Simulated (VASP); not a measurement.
Write the native input for VASP 6.6.1 that does the following.

```yaml
Task: single point
Functional: PBE
Potentials_or_basis: VASP PAW PBE potentials, release 64 (S, K_sv)
Cutoff: 500 eV
k_mesh: 10 × 10 × 10
Occupations: fermi-dirac, width 0.03 eV
Spin: no spin polarisation
Dipole_correction: no
Further_INCAR_settings: ALGO = Normal; EDIFF = 1e-06; NBANDS = 19
```

The structure of K2S (fluorite type) lies in POSCAR:

```
K2S
1.0
    0.0000000000      3.7313253802      3.7313253802
    3.7313253802      0.0000000000      3.7313253802
    3.7313253802      3.7313253802      0.0000000000
S K
1 2
Direct
    0.0000000000      0.0000000000      0.0000000000
    0.2500000000      0.2500000000      0.2500000000
    0.7500000000      0.7500000000      0.7500000000
```

One way to write it, as run:

INCAR

```
PREC = Accurate
ENCUT = 500
EDIFF = 1E-6
ISMEAR = -1
SIGMA = 0.03
LREAL = False
LASPH = True
NELM = 120
ALGO = Normal
ISIF = 2
LWAVE = False
LCHARG = False
GGA = PE
NBANDS = 19
GGA_COMPAT = False
```

KPOINTS

```
Automatic mesh
0
Gamma
  10 10 10
```

Potentials or basis: VASP PAW PBE potentials, release 64 (S, K_sv).

Run with:

```console
$ cat potpaw_PBE.64/S/POTCAR potpaw_PBE.64/K_sv/POTCAR > POTCAR
$ mpirun -np 1 vasp_std > vasp.out
```

Results of the run:

The pressure is 0.0 GPa and the band gap on the k mesh is 2.32 eV (least direct gap 2.50 eV).

Wall time 2.4 min on 1 thread of Oxide Virtual Turin-like Processor, on a shared host, peak memory 0.24 GiB.
